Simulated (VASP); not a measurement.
A run of VASP 6.6.1:

File INCAR:

```
PREC     = Accurate       # precision mode
ENCUT    = 520            # plane-wave cutoff, eV
EDIFF    = 1E-6           # SCF threshold, eV
ISMEAR   = -1             # smearing method
SIGMA    = 0.05           # smearing width, eV
LREAL    = False          # projectors in reciprocal space
LASPH    = True           # aspherical terms in the spheres
NELM     = 60             # most SCF steps
ALGO     = Normal         # electronic algorithm
ISIF     = 2              # what is computed and relaxed
LWAVE    = False          # write WAVECAR
LCHARG   = False          # write CHGCAR
GGA      = PE             # functional
NBANDS   = 19             # bands
```

KPOINTS

```
Automatic mesh
0
Gamma
  14 14 8
```

Contents of POSCAR:

```
Hg
1.0
    3.1091543073      0.0000000000      0.0000000000
   -1.5545771537      2.6926066144      0.0000000000
    0.0000000000      0.0000000000      5.0830353551
Hg
2
Direct
    0.3333333333      0.6666666667      0.2500000000
    0.6666666667      0.3333333333      0.7500000000
```

Potentials or basis: VASP PAW PBE potentials, release 64 (Hg).

Command:

```sh
$ cat potpaw_PBE.64/Hg/POTCAR > POTCAR
$ mpirun -np 1 vasp_std > vasp.out
```

Hardware: 1 thread of Intel(R) Xeon(R) Platinum 8259CL CPU @ 2.50GHz (Skylake/Cascade Lake), with other jobs on the host.

**Question.** How long does it take, and how much memory?

**Answer.** Run time: 60 s on 1 thread of Intel(R) Xeon(R) Platinum 8259CL CPU @ 2.50GHz (Skylake/Cascade Lake), with other jobs on the host, peak memory 0.21 GiB. Counts: scf iterations 11, k points 120.
